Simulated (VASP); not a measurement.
# Os (Pm-3m) in VASP: further runs

Os is run at these levels: PBE; tasks: single point, relaxation of cell and atoms.

All numbers are computed with VASP 6.6.1; they aren't measurements. Logs are shortened: lines on timing, memory, paths and dates and some standing lists are left out, and cuts for length are marked.

### Step 1. The cell of the first run

It takes space group Pm-3m (No. 221, cubic). The conventional cell has a = 2.455 Å, b = 2.455 Å, c = 2.455 Å, α = 90.00°, β = 90.00°, γ = 90.00°. Os (site symmetry m-3m) has 6 Os at 2.45 Å within 3.2 Å.

### Step 2. Single point, PBE

Input file INCAR:

```
SYSTEM = Os
  PREC = Accurate
  ENCUT = 520
  EDIFF = 1E-7
  ISMEAR = 0
  SIGMA = 0.1
  LREAL = .FALSE.
  LASPH = .TRUE.
  NELM = 60
  ALGO = Fast
  ISIF = 2
  LWAVE = .FALSE.
  LCHARG = .TRUE.
  GGA = PE
  LELF = .TRUE.
  LVHAR = .TRUE.
  NBANDS = 10
```

Input file KPOINTS:

```
Automatic mesh
0
G
  8 8 8
  0 0 0
```

Input file POSCAR:

```
Os
1.0
    2.4547717937      0.0000000000      0.0000000000
    0.0000000000      2.4547717937      0.0000000000
    0.0000000000      0.0000000000      2.4547717937
Os
1
Direct
    0.0000000000      0.0000000000      0.0000000000
```

Potentials or basis: VASP PAW PBE potentials, release 64 (Os).

Launch:

```bash
$ cat potpaw_PBE.64/Os/POTCAR > POTCAR
$ mpirun -np 1 vasp_std > vasp.out
```

OUTCAR:

```text
SYSTEM = Os
   PREC = Accurate
   ENCUT = 520
   EDIFF = 1E-7
   ISMEAR = 0
   LREAL = .FALSE.
   LASPH = .TRUE.
   NELM = 60
   ISIF = 2
   GGA = PE

 ion  position               nearest neighbor table
   1  0.000  0.000  0.000-

  LATTYP: Found a simple cubic cell.
 ALAT       =     2.4547717937

  Lattice vectors:

 A1 = (   2.4547717937,   0.0000000000,   0.0000000000)
 A2 = (   0.0000000000,   2.4547717937,   0.0000000000)
 A3 = (   0.0000000000,   0.0000000000,   2.4547717937)

Analysis of symmetry for initial positions (statically):
=====================================================================
 Subroutine PRICEL returns:
 Original cell was already a primitive cell.

 Routine SETGRP: Setting up the symmetry group for a
 simple cubic supercell.

 Subroutine GETGRP returns: Found 48 space group operations
 (whereof 48 operations were pure point group operations)
 out of a pool of 48 trial point group operations.

The static configuration has the point symmetry O_h .

Analysis of symmetry for dynamics (positions and initial velocities):
=====================================================================
 Subroutine PRICEL returns:
 Original cell was already a primitive cell.

 Routine SETGRP: Setting up the symmetry group for a
 simple cubic supercell.

 Subroutine GETGRP returns: Found 48 space group operations
 (whereof 48 operations were pure point group operations)
 out of a pool of 48 trial point group operations.

The dynamic configuration has the point symmetry O_h .

 Subroutine INISYM returns: Found 48 space group operations
 (whereof 48 operations are pure point group operations),
 and found     1 'primitive' translations

----------------------------------------------------------------------------------------

                                     Primitive cell

  volume of cell :      14.7922

  direct lattice vectors                    reciprocal lattice vectors
     2.454771794  0.000000000  0.000000000     0.407369843  0.000000000  0.000000000
     0.000000000  2.454771794  0.000000000     0.000000000  0.407369843  0.000000000
     0.000000000  0.000000000  2.454771794     0.000000000  0.000000000  0.407369843

  length of vectors
     2.454771794  2.454771794  2.454771794     0.407369843  0.407369843  0.407369843

  position of ions in fractional coordinates (direct lattice)
     0.000000000  0.000000000  0.000000000

  ion indices of the primitive-cell ions
   primitive index   ion index
                 1           1

----------------------------------------------------------------------------------------

 KPOINTS: Automatic mesh

Automatic generation of k-mesh.
 Grid dimensions read from file:
 generate k-points for:    8    8    8

 Generating k-lattice:

  Cartesian coordinates                     Fractional coordinates (reciprocal lattice)
     0.050921230  0.000000000  0.000000000     0.125000000  0.000000000  0.000000000
     0.000000000  0.050921230  0.000000000     0.000000000  0.125000000  0.000000000
     0.000000000  0.000000000  0.050921230     0.000000000  0.000000000  0.125000000

  Length of vectors
     0.050921230  0.050921230  0.050921230

  Shift w.r.t. Gamma in fractional coordinates (k-lattice)
     0.000000000  0.000000000  0.000000000

 Subroutine IBZKPT returns following result:
 ===========================================

 Found     35 irreducible k-points:

 Following reciprocal coordinates:
            Coordinates               Weight
  0.000000  0.000000  0.000000      1.000000
  0.125000  0.000000  0.000000      6.000000
  0.250000  0.000000  0.000000      6.000000
  0.375000  0.000000  0.000000      6.000000
  0.500000  0.000000  0.000000      3.000000
  0.125000  0.125000  0.000000     12.000000
[... 16 lines left out ...]
  0.375000  0.375000  0.125000     24.000000
  0.500000  0.375000  0.125000     24.000000
 [... further k-points ...]
   k-points           NKPTS =     35   k-points in BZ     NKDIM =     35   number of bands    NBANDS=     10
   number of dos      NEDOS =    301   number of ions     NIONS =      1
   total plane-waves  NPLWV =   5832
   dimension x,y,z NGX =    18 NGY =   18 NGZ =   18
   dimension x,y,z NGXF=    36 NGYF=   36 NGZF=   36
   ions per type =               1
   NGX,Y,Z   is equivalent  to a cutoff of  12.19, 12.19, 12.19 a.u.
   NGXF,Y,Z  is equivalent  to a cutoff of  24.38, 24.38, 24.38 a.u.
 SYSTEM =  Os
   PREC   = accura    normal or accurate (medium, high low for compatibility)
   ISTART =      0    job   : 0-new  1-cont  2-samecut
   ICHARG =      2    charge: 1-file 2-atom 10-const
   ISPIN  =      1    spin polarized calculation?
   LNONCOLLINEAR =      F non collinear calculations
   LSORBIT =      F    spin-orbit coupling
   LASPH  =      T    aspherical Exc in radial PAW
   ENCUT  =  520.0 eV  38.22 Ry    6.18 a.u.   4.56  4.56  4.56*2*pi/ulx,y,z
   NELM   =     60;   NELMIN=  2; NELMDL= -5     # of ELM steps
   EDIFF  = 0.1E-06   stopping-criterion for ELM
   LREAL  =      F    real-space projection
   EDIFFG = 0.1E-05   stopping-criterion for IOM
   NSW    =      0    number of steps for IOM
   IBRION =     -1    ionic relax: 0-MD 1-quasi-New 2-CG
   NFREE  =      0    steps in history (QN), initial steepest desc. (CG)
   ISIF   =      2    stress and relaxation
   ISYM   =      2    0-nonsym 1-usesym 2-fastsym
   POTIM  = 0.5000    time-step for ionic-motion
   TEBEG  =    0.0;   TEEND  =   0.0 temperature during run
   PSTRESS=    0.0 pullay stress
   NELECT =       8.0000    total number of electrons
   NUPDOWN=      -1.0000    fix difference up-down
   EMIN   =  10.00;   EMAX   =-10.00  energy-range for DOS
   EFERMI =   0.00;   METHOD = LEGACY
   ISMEAR =     0;   SIGMA  =   0.10  broadening in eV -4-tet -1-fermi 0-gaus
   EFERMI_NEDOS =   21; number of points for ismear=-14 and -15
   IALGO  =     68    algorithm
   IMIX   =      4    mixing-type and parameters
     AMIX     =   0.40;   BMIX     =  1.00
     AMIX_MAG =   1.60;   BMIX_MAG =  1.00
  volume/ion in A,a.u.               =      14.79        99.82
  Fermi-wavevector in a.u.,A,eV,Ry     =   1.333809  2.520534 24.205403  1.779047
  Thomas-Fermi vector in A             =   2.462639
   LORBIT       =      0    0 simple, 1 ext, 2 COOP (PROOUT), +10 PAW based schemes
   GGA     = PE    functional components
   LHFCALC =     F    Hartree Fock is set to
   AEXX    =    0.0000 exact exchange contribution
   IVDW    =     0    specifies the selected vdW correction
   LEPSILON=     F    determine dielectric tensor
   LRPA    =     F    only Hartree local field effects (RPA)
 non-spin polarized calculation
 RMM-DIIS sequential band-by-band and
 Gauss-broadening in eV      SIGMA  =   0.10
  energy-cutoff  :      520.00
  volume of cell :       14.79
 maximum number of plane-waves:       432
   NGX =  9   NGY =  9   NGZ =  9

 number of electron       7.9999999 magnetization

 Free energy of the ion-electron system (eV)
  ---------------------------------------------------
  ext. energy  EPLUGINS =         0.00000000
  ---------------------------------------------------
  free energy    TOTEN  =        -9.55453674 eV

  energy without entropy =       -9.54530447  energy(sigma->0) =       -9.54992060

 E-fermi :   8.8679     XC(G=0): -13.5533

 val. band max:        8.8603744505   @ k =   0.2500   0.1250   0.1250
 cond. band min:       8.8714276659   @ k =   0.3750   0.1250   0.0000
 fundamental gap:      0.0110532154
 Fermi energy:         8.8678592701

 k-point     1 :       0.0000    0.0000    0.0000
  band No.  band energies     occupation
      1      -1.6016      2.00000
      2       1.9094      2.00000
      3       1.9094      2.00000
      4      11.6679      0.00000
      5      11.6679      0.00000
      6      11.6679      0.00000
      7      25.2871      0.00000
      8      25.2871      0.00000
      9      25.2871      0.00000
     10      31.9780      0.00000

 k-point     2 :       0.1250    0.0000    0.0000
  band No.  band energies     occupation
      1      -1.0575      2.00000
      2       2.0432      2.00000
      3       2.5518      2.00000
      4      10.9002      0.00000
      5      10.9002      0.00000
      6      11.7272      0.00000
      7      22.7130      0.00000
      8      26.4075      0.00000
      9      26.4075      0.00000
     10      31.6690      0.00000

 k-point     3 :       0.2500    0.0000    0.0000
  band No.  band energies     occupation
      1       0.1492      2.00000
      2       2.3828      2.00000
      3       4.4334      2.00000
      4       9.3822      0.00000
      5       9.3822      0.00000
      6      11.8731      0.00000
      7      19.2623      0.00000
      8      27.9827      0.00000
      9      28.8584      0.00000
     10      28.8584      0.00000

 k-point     4 :       0.3750    0.0000    0.0000
  band No.  band energies     occupation
      1       1.3467      2.00000
      2       2.7490      2.00000
      3       6.5980      2.00000
      4       8.1501      2.00000
      5       8.1501      2.00000
      6      12.0226      0.00000
      7      17.4154      0.00000
      8      25.5344      0.00000
      9      31.3360      0.00000
     10      31.3364      0.00000

 k-point     5 :       0.5000    0.0000    0.0000
  band No.  band energies     occupation
      1       1.8998      2.00000
      2       2.9096      2.00000
      3       7.3937      2.00000
      4       7.6953      2.00000
      5       7.6953      2.00000
      6      12.0857      0.00000
      7      17.3316      0.00000
      8      24.6718      0.00000
      9      29.9954      0.00000
     10      32.5659      0.00000

 k-point     6 :       0.1250    0.1250    0.0000
  band No.  band energies     occupation
      1      -0.5044      2.00000
      2       2.4441      2.00000
      3       2.9095      2.00000
      4      10.0681      0.00000
      5      10.8407      0.00000
      6      11.1129      0.00000
      7      23.4463      0.00000
      8      24.0142      0.00000
      9      27.5541      0.00000
     10      31.3658      0.00000
[... 183 lines left out ...]
 k-point    21 :       0.3750    0.2500    0.1250
  band No.  band energies     occupation
      1       2.8976      2.00000
      2       4.0418      2.00000
      3       6.3452      2.00000
      4       6.9752      2.00000
      5       9.2361      0.00000
      6      10.8649      0.00000
      7      19.5568      0.00000
      8      24.7209      0.00000
      9      28.6267      0.00000
     10      30.3452      0.00000

 k-point    22 :       0.5000    0.2500    0.1250
  band No.  band energies     occupation
      1       3.0176      2.00000
      2       4.0314      2.00000
      3       6.3698      2.00000
      4       6.4821      2.00000
      5       9.3826      0.00000
      6      13.3998      0.00000
      7      17.4599      0.00000
      8      26.2187      0.00000
      9      27.7978      0.00000
     10      28.5522      0.00000

 k-point    23 :       0.3750    0.3750    0.1250
  band No.  band energies     occupation
      1       2.0529      2.00000
      2       4.2983      2.00000
      3       7.1859      2.00000
      4       7.2515      2.00000
      5      10.4740      0.00000
      6      12.0540      0.00000
      7      19.3104      0.00000
      8      23.1073      0.00000
      9      27.0374      0.00000
     10      30.7894      0.00000

 k-point    24 :       0.5000    0.3750    0.1250
  band No.  band energies     occupation
      1       1.6280      2.00000
      2       4.5561      2.00000
      3       6.7870      2.00000
      4       7.3614      2.00000
      5      11.2025      0.00000
      6      14.8760      0.00000
      7      17.0559      0.00000
      8      23.9985      0.00000
      9      25.0793      0.00000
     10      30.7071      0.00000

 [... further k-points ...]
[... 5 lines left out ...]
  --------------------------------------------------------------------------------------
  -------------------------------------------------------------------------------------
  Total        4.1273887      4.1273887      4.1273887     -0.0000000      0.0000000      0.0000000
  in kB      447.0463778    447.0463778    447.0463778     -0.0000000      0.0000000      0.0000000
  external PRESSURE =     447.0463778 kB  Pullay stress =       0.0000000 kB

 VOLUME and BASIS-vectors are now :
 -----------------------------------------------------------------------------
  energy-cutoff  :      520.00
  volume of cell :       14.79
      direct lattice vectors                 reciprocal lattice vectors
     2.454771794  0.000000000  0.000000000     0.407369843  0.000000000  0.000000000
     0.000000000  2.454771794  0.000000000     0.000000000  0.407369843  0.000000000
     0.000000000  0.000000000  2.454771794     0.000000000  0.000000000  0.407369843

 POSITION                                       TOTAL-FORCE (eV/Angst)
 -----------------------------------------------------------------------------------
      0.00000      0.00000      0.00000         0.000000      0.000000      0.000000
 -----------------------------------------------------------------------------------
    total drift:                               -0.000000      0.000000     -0.000000

  FREE ENERGIE OF THE ION-ELECTRON SYSTEM (eV)
  ---------------------------------------------------
  free  energy   TOTEN  =        -9.5545367394 eV

  energy  without entropy=       -9.5453044678  energy(sigma->0) =       -9.54992060
```

It took 5.8 s on 1 thread of AMD EPYC 7R43 (Zen 3), shared host; peak memory 0.09 GiB.

What came out:

| Item | Value |
| --- | --- |
| Free energy | -9.5545 eV |
| Pressure | 44.7 GPa |
| Band gap on the k mesh | zero (band 4 reaches 14.86 eV, above the bottom of band 5 at 7.53 eV) |

Caveat: spin-orbit coupling is left out, which moves the levels of the heavy elements.

(Part 1 of 2 ends here.)
